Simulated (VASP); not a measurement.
As, 1 atom in the cell. The structure is cubic, space group Im-3m (No. 229). The conventional cell has a = 3.437 Å, b = 3.437 Å, c = 3.437 Å, α = 90.00°, β = 90.00°, γ = 90.00°. As (site symmetry m-3m) has 14 As at 2.98 to 3.44 Å within 3.9 Å.  This cell differs from its parent crystal: volume scaled by 1.12.

* Program: VASP 6.6.1
* Task: single point
* Functional: PBEsol
* Potentials or basis: VASP PAW PBE potentials, release 64 (As)
* Cutoff: 520 eV
* k mesh: 15 × 15 × 15
* Occupations: fermi-dirac, width 0.1 eV
* Spin: no spin polarisation
* Dipole correction: no
* Further INCAR settings: ALGO = Normal; EDIFF = 1e-06; NBANDS = 8

Potentials or basis: VASP PAW PBE potentials, release 64 (As).

Command:

```sh
$ cat potpaw_PBE.64/As/POTCAR > POTCAR
$ mpirun -np 1 vasp_std > vasp.out
```

Hardware: 1 thread of Intel(R) Xeon(R) Platinum 8259CL CPU @ 2.50GHz (Skylake/Cascade Lake), on a shared host.

Task: Estimate the wall time of this run.

Result: Run time: 8.2 s on 1 thread of Intel(R) Xeon(R) Platinum 8259CL CPU @ 2.50GHz (Skylake/Cascade Lake), with other jobs on the host, peak memory 0.14 GiB. Counts: scf iterations 9, k points 120.
